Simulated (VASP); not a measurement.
Wanted: the native input for a VASP 6.6.1 run.

| Quantity | Value |
| --- | --- |
| Task | single point |
| Functional | PBE |
| Potentials or basis | VASP PAW PBE potentials, release 64 (Cu, O) |
| Cutoff | 520 eV |
| k mesh | 10 × 10 × 6 |
| Occupations | fermi-dirac, width 0.05 eV |
| Spin | no spin polarisation |
| Dipole correction | no |
| Further INCAR settings | ALGO = Normal; EDIFF = 1e-06; NBANDS = 25 |

The structure of CuO lies in POSCAR:

```
CuO
1.0
    3.1795331000      0.0000000000      0.0000000000
   -1.5897665500      2.7535564400      0.0000000000
    0.0000000000      0.0000000000      4.4314907300
Cu O
2 2
Direct
    0.0143570000      0.0135510000      0.0043770000
   -0.0205790000     -0.0050740000      0.4938040000
    0.3328320000      0.6608030000      0.2502360000
    0.6533420000      0.3179480000      0.7458560000
```

This cell differs from its parent crystal: atoms moved at random.

These files were run (other wordings do the same):

INCAR

```
PREC = Accurate ; ENCUT = 520
EDIFF = 1E-6 ; ISMEAR = -1
SIGMA = 0.05 ; LREAL = False
LASPH = True ; NELM = 80
ALGO = Normal ; ISIF = 2
LWAVE = False ; LCHARG = False
GGA = PE ; NBANDS = 25
```

KPOINTS

```
Automatic mesh
0
Gamma
  10 10 6
```

Potentials or basis: VASP PAW PBE potentials, release 64 (Cu, O).

Run with:

```console
$ cat potpaw_PBE.64/Cu/POTCAR potpaw_PBE.64/O/POTCAR > POTCAR
$ mpirun -np 1 vasp_std > vasp.out
```

It gave:

```json
{
  "Pressure": "7.1 GPa",
  "Largest force": "1.077 eV/Å",
  "Band gap on the k mesh": "zero (band 17 reaches 6.27 eV, above the bottom of band 18 at 5.24 eV)"
}
```

Caveat: the cell differs from its parent crystal (atoms moved at random); semilocal functionals often make such compounds metallic where correlation or magnetic order opens a gap, which also shifts bond lengths; forces of over 1 eV/Å act on the atoms, so gaps and moduli don't describe the material at rest.

It took 7.6 min on 1 thread of AMD EPYC 7R43 64-Core Processor (Zen 3), on a shared host, peak memory 0.31 GiB.
